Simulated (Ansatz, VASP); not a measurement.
One calculation of Ag, two programs

```
Ag
1.0
     2.93000    0.00000    0.00000
    -1.46500    2.53745    0.00000
     0.00000    0.00000    4.96962
Ag
2
Direct
  0.33333 0.66667 0.25000
  0.66667 0.33333 0.75000
```

Change from the starting cell: strain +0.0375 x Voigt [0, 0, 1, 0, 0, 0], atoms carried along.

Alike in both runs: task single point; functional PBEsol; k mesh 18 × 18 × 10; occupations gaussian, width 0.15 eV; no spin polarisation.

|  | VASP | Ansatz |
| --- | --- | --- |
| version | VASP 6.6.1 | Ansatz 0.2.0 |
| potentials or method | VASP PAW PBE potentials, release 64 (Ag), cutoff 520 eV | scalar-relativistic, plane waves, PAW |
| valence electrons in the cell | 22 | 38 |

```tsv
	VASP	Ansatz	Ansatz less VASP
gap on the k mesh at the Fermi level (eV)	none	none	-
pressure (GPa)	-8.8	-8.8	-0.01
traceless stress, the component that is largest in VASP (GPa)	-1.49	-1.50	-0.009
```

VASP's potentials were made for PBE, not for PBEsol. A gap of «none» marks a metal or a gap that the smearing closes. VASP's potentials hold 22 valence electrons a cell and Ansatz's 38, so a difference there can come from the potentials and not from the codes.
